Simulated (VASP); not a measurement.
# Li (I4/mmm) in VASP: single point with LDA

Aim: the single point of Li with LDA.

Everything below comes from runs of VASP 6.6.1. Logs are shortened: lines on timing, memory, paths and dates and some standing lists are left out, and cuts for length are marked.

### 1 The cell of the first run

It takes space group I4/mmm (No. 139, tetragonal). Conventional cell: a = 3.500 Å, b = 3.500 Å, c = 3.430 Å, α = 90.00°, β = 90.00°, γ = 90.00°. Within 4.0 Å of Li (site symmetry 4/mmm) lie 14 Li at 3.01 to 3.50 Å.

### 2 Single point, LDA (zz strain of -2 %)

INCAR reads:

```
SYSTEM = Li
ALGO = Normal
EDIFF = 1E-6
ENCUT = 520
ISIF = 2
ISMEAR = -1
LASPH = .TRUE.
LCHARG = .TRUE.
LELF = .TRUE.
LREAL = .FALSE.
LVHAR = .TRUE.
LWAVE = .FALSE.
NBANDS = 8
NELM = 60
PREC = Accurate
SIGMA = 0.05
```

KPOINTS reads:

```
k-points
0
G
  13 13 13
  0 0 0
```

POSCAR reads:

```
Li
1.0
   -1.7500000000      1.7500000000      1.7150000000
    1.7500000000     -1.7500000000      1.7150000000
    1.7500000000      1.7500000000     -1.7150000000
Li
1
Direct
    0.0000000000      0.0000000000      0.0000000000
```

Potentials or basis: VASP PAW LDA potentials, release 64 (Li_sv).

The run is started by

```sh
$ cat potpaw_LDA.64/Li_sv/POTCAR > POTCAR
$ mpirun -np 1 vasp_std > vasp.out
```

OUTCAR:

```text
SYSTEM = Li
   EDIFF = 1E-6
   ENCUT = 520
   ISIF = 2
   ISMEAR = -1
   LASPH = .TRUE.
   LREAL = .FALSE.
   NELM = 60
   PREC = Accurate

 ion  position               nearest neighbor table
   1  0.000  0.000  0.000-

  LATTYP: Found a body centered tetragonal cell.
 ALAT       =     3.5000000000
 C/A-ratio  =     0.9800000000

  Lattice vectors:

 A1 = (  -1.7500000000,   1.7500000000,   1.7150000000)
 A2 = (   1.7500000000,  -1.7500000000,   1.7150000000)
 A3 = (   1.7500000000,   1.7500000000,  -1.7150000000)

Analysis of symmetry for initial positions (statically):
=====================================================================
 Subroutine PRICEL returns:
 Original cell was already a primitive cell.

 Routine SETGRP: Setting up the symmetry group for a
 body centered tetragonal supercell.

 Subroutine GETGRP returns: Found 16 space group operations
 (whereof 16 operations were pure point group operations)
 out of a pool of 16 trial point group operations.

The static configuration has the point symmetry D_4h.

Analysis of symmetry for dynamics (positions and initial velocities):
=====================================================================
 Subroutine PRICEL returns:
 Original cell was already a primitive cell.

 Routine SETGRP: Setting up the symmetry group for a
 body centered tetragonal supercell.

 Subroutine GETGRP returns: Found 16 space group operations
 (whereof 16 operations were pure point group operations)
 out of a pool of 16 trial point group operations.

The dynamic configuration has the point symmetry D_4h.

 Subroutine INISYM returns: Found 16 space group operations
 (whereof 16 operations are pure point group operations),
 and found     1 'primitive' translations

----------------------------------------------------------------------------------------

                                     Primitive cell

  volume of cell :      21.0088

  direct lattice vectors                    reciprocal lattice vectors
    -1.750000000  1.750000000  1.715000000     0.000000000  0.285714286  0.291545190
     1.750000000 -1.750000000  1.715000000     0.285714286  0.000000000  0.291545190
     1.750000000  1.750000000 -1.715000000     0.285714286  0.285714286  0.000000000

  length of vectors
     3.011017270  3.011017270  3.011017270     0.408204912  0.408204912  0.404061018

  position of ions in fractional coordinates (direct lattice)
     0.000000000  0.000000000  0.000000000

  ion indices of the primitive-cell ions
   primitive index   ion index
                 1           1

----------------------------------------------------------------------------------------

 KPOINTS: k-points

Automatic generation of k-mesh.
 Grid dimensions read from file:
 generate k-points for:   13   13   13

 Generating k-lattice:

  Cartesian coordinates                     Fractional coordinates (reciprocal lattice)
     0.000000000  0.021978022  0.022426553     0.076923077  0.000000000  0.000000000
     0.021978022  0.000000000  0.022426553     0.000000000  0.076923077  0.000000000
     0.021978022  0.021978022  0.000000000     0.000000000  0.000000000  0.076923077

  Length of vectors
     0.031400378  0.031400378  0.031081617

  Shift w.r.t. Gamma in fractional coordinates (k-lattice)
     0.000000000  0.000000000  0.000000000

 Subroutine IBZKPT returns following result:
 ===========================================

 Found    196 irreducible k-points:

 Following reciprocal coordinates:
            Coordinates               Weight
  0.000000  0.000000  0.000000      1.000000
  0.076923 -0.000000  0.000000      8.000000
  0.153846 -0.000000  0.000000      8.000000
  0.230769  0.000000  0.000000      8.000000
  0.307692 -0.000000  0.000000      8.000000
  0.384615  0.000000  0.000000      8.000000
[... 16 lines left out ...]
  0.384615  0.153846  0.000000     16.000000
  0.461538  0.153846  0.000000     16.000000
 [... further k-points ...]
   k-points           NKPTS =    196   k-points in BZ     NKDIM =    196   number of bands    NBANDS=      8
   number of dos      NEDOS =    301   number of ions     NIONS =      1
   total plane-waves  NPLWV =  13824
   dimension x,y,z NGX =    24 NGY =   24 NGZ =   24
   dimension x,y,z NGXF=    48 NGYF=   48 NGZF=   48
   ions per type =               1
   NGX,Y,Z   is equivalent  to a cutoff of  13.25, 13.25, 13.25 a.u.
   NGXF,Y,Z  is equivalent  to a cutoff of  26.50, 26.50, 26.50 a.u.
 SYSTEM =  Li
   PREC   = accura    normal or accurate (medium, high low for compatibility)
   ISTART =      0    job   : 0-new  1-cont  2-samecut
   ICHARG =      2    charge: 1-file 2-atom 10-const
   ISPIN  =      1    spin polarized calculation?
   LNONCOLLINEAR =      F non collinear calculations
   LSORBIT =      F    spin-orbit coupling
   LASPH  =      T    aspherical Exc in radial PAW
   ENCUT  =  520.0 eV  38.22 Ry    6.18 a.u.   5.60  5.60  5.60*2*pi/ulx,y,z
   NELM   =     60;   NELMIN=  2; NELMDL= -5     # of ELM steps
   EDIFF  = 0.1E-05   stopping-criterion for ELM
   LREAL  =      F    real-space projection
   EDIFFG = 0.1E-04   stopping-criterion for IOM
   NSW    =      0    number of steps for IOM
   IBRION =     -1    ionic relax: 0-MD 1-quasi-New 2-CG
   NFREE  =      0    steps in history (QN), initial steepest desc. (CG)
   ISIF   =      2    stress and relaxation
   ISYM   =      2    0-nonsym 1-usesym 2-fastsym
   POTIM  = 0.5000    time-step for ionic-motion
   TEBEG  =    0.0;   TEEND  =   0.0 temperature during run
   PSTRESS=    0.0 pullay stress
   NELECT =       3.0000    total number of electrons
   NUPDOWN=      -1.0000    fix difference up-down
   EMIN   =  10.00;   EMAX   =-10.00  energy-range for DOS
   EFERMI =   0.00;   METHOD = LEGACY
   ISMEAR =    -1;   SIGMA  =   0.05  broadening in eV -4-tet -1-fermi 0-gaus
   EFERMI_NEDOS =   21; number of points for ismear=-14 and -15
   IALGO  =     38    algorithm
   IMIX   =      4    mixing-type and parameters
     AMIX     =   0.40;   BMIX     =  1.00
     AMIX_MAG =   1.60;   BMIX_MAG =  1.00
  volume/ion in A,a.u.               =      21.01       141.77
  Fermi-wavevector in a.u.,A,eV,Ry     =   0.855687  1.617015  9.962200  0.732201
  Thomas-Fermi vector in A             =   1.972475
   LORBIT       =      0    0 simple, 1 ext, 2 COOP (PROOUT), +10 PAW based schemes
   GGA     = CA    functional components
   LHFCALC =     F    Hartree Fock is set to
   AEXX    =    0.0000 exact exchange contribution
   IVDW    =     0    specifies the selected vdW correction
   LEPSILON=     F    determine dielectric tensor
   LRPA    =     F    only Hartree local field effects (RPA)
 non-spin polarized calculation
  energy-cutoff  :      520.00
  volume of cell :       21.01
 maximum number of plane-waves:       581
   NGX = 11   NGY = 11   NGZ = 11

 number of electron       2.9999992 magnetization

 Free energy of the ion-electron system (eV)
  ---------------------------------------------------
  ext. energy  EPLUGINS =         0.00000000
  ---------------------------------------------------
  free energy    TOTEN  =        -2.03894657 eV

  energy without entropy =       -2.03513970  energy(sigma->0) =       -2.03704314

 E-fermi :   0.5612     XC(G=0):  -7.0543

 val. band max:        0.5268299450   @ k =  -0.1538   0.4615   0.0769
 cond. band min:       0.5833619468   @ k =  -0.1538  -0.3846   0.0769
 fundamental gap:      0.0565320017
 Fermi energy:         0.5612002335

 k-point     1 :       0.0000    0.0000    0.0000
  band No.  band energies     occupation
      1     -45.1928      2.00000
      2      -2.9484      2.00000
      3      14.4382      0.00000
      4      14.4382      0.00000
      5      14.5537      0.00000
      6      19.1097      0.00000
      7      19.5873      0.00000
      8      19.5873      0.00000

 k-point     2 :       0.0769   -0.0000    0.0000
  band No.  band energies     occupation
      1     -45.1917      2.00000
      2      -2.8389      2.00000
      3      13.8446      0.00000
      4      13.9275      0.00000
      5      14.3021      0.00000
      6      18.0253      0.00000
      7      18.1371      0.00000
      8      19.6171      0.00000

 k-point     3 :       0.1538   -0.0000    0.0000
  band No.  band energies     occupation
      1     -45.1887      2.00000
      2      -2.5103      2.00000
      3      11.9622      0.00000
      4      12.9331      0.00000
      5      13.7787      0.00000
      6      16.7190      0.00000
      7      16.9834      0.00000
      8      19.3542      0.00000

 k-point     4 :       0.2308    0.0000    0.0000
  band No.  band energies     occupation
      1     -45.1845      2.00000
      2      -1.9628      2.00000
      3       9.6099      0.00000
      4      11.9665      0.00000
      5      13.1241      0.00000
      6      15.5507      0.00000
      7      16.7102      0.00000
      8      19.6745      0.00000

 k-point     5 :       0.3077   -0.0000    0.0000
  band No.  band energies     occupation
      1     -45.1800      2.00000
      2      -1.2045      2.00000
      3       7.3449      0.00000
      4      11.1911      0.00000
      5      12.5204      0.00000
      6      14.6680      0.00000
      7      16.7539      0.00000
      8      20.4234      0.00000
[... 177 lines left out ...]
 k-point    22 :       0.3077    0.1538    0.0000
  band No.  band energies     occupation
      1     -45.1750      2.00000
      2       0.0963      1.99982
      3       5.4232      0.00000
      4       8.7263      0.00000
      5      11.0431      0.00000
      6      16.6648      0.00000
      7      17.6241      0.00000
      8      21.1949      0.00000

 k-point    23 :       0.3846    0.1538    0.0000
  band No.  band energies     occupation
      1     -45.1732      2.00000
      2       1.0247      0.00019
      3       3.9910      0.00000
      4       8.4391      0.00000
      5      10.8430      0.00000
      6      16.5322      0.00000
      7      18.0483      0.00000
      8      21.7928      0.00000

 k-point    24 :       0.4615    0.1538    0.0000
  band No.  band energies     occupation
      1     -45.1732      2.00000
      2       0.9978      0.00032
      3       4.0238      0.00000
      4       8.4184      0.00000
      5      10.8742      0.00000
      6      16.5170      0.00000
      7      18.1781      0.00000
      8      22.1633      0.00000

 [... further k-points ...]

------------------------ aborting loop because EDIFF is reached ----------------------------------------

  FORCE on cell =-STRESS in cart. coord.  units (eV):
  Direction    XX          YY          ZZ          XY          YZ          ZX
  --------------------------------------------------------------------------------------
  -------------------------------------------------------------------------------------
  Total       -0.1850705     -0.1850705     -0.1740430      0.0000000      0.0000000      0.0000000
  in kB      -14.1139186    -14.1139186    -13.2729332      0.0000000      0.0000000      0.0000000
  external PRESSURE =     -13.8335901 kB  Pullay stress =       0.0000000 kB

 VOLUME and BASIS-vectors are now :
 -----------------------------------------------------------------------------
  energy-cutoff  :      520.00
  volume of cell :       21.01
      direct lattice vectors                 reciprocal lattice vectors
    -1.750000000  1.750000000  1.715000000     0.000000000  0.285714286  0.291545190
     1.750000000 -1.750000000  1.715000000     0.285714286  0.000000000  0.291545190
     1.750000000  1.750000000 -1.715000000     0.285714286  0.285714286  0.000000000

 POSITION                                       TOTAL-FORCE (eV/Angst)
 -----------------------------------------------------------------------------------
      0.00000      0.00000      0.00000        -0.000000      0.000000      0.000000
 -----------------------------------------------------------------------------------
    total drift:                               -0.000000      0.000000     -0.000000

  FREE ENERGIE OF THE ION-ELECTRON SYSTEM (eV)
  ---------------------------------------------------
  free  energy   TOTEN  =        -2.0389465711 eV

  energy  without entropy=       -2.0351397010  energy(sigma->0) =       -2.03704314
```

Wall time 22 s (1 thread of Intel Xeon Platinum 8375C at 2.90GHz (Ice Lake), shared host); peak memory 0.13 GiB.

What came out:

```
Free energy            : -2.0389 eV
Band gap on the k mesh : zero (an odd number of electrons rules out a gap without spin polarisation)
```

Caveat: the cell differs from its parent crystal (zz strain of -2 %); the cutoff is under 1.25 times the usual one of these potentials, so pressure, stress and relaxed cells hold a basis-set (Pulay) error.
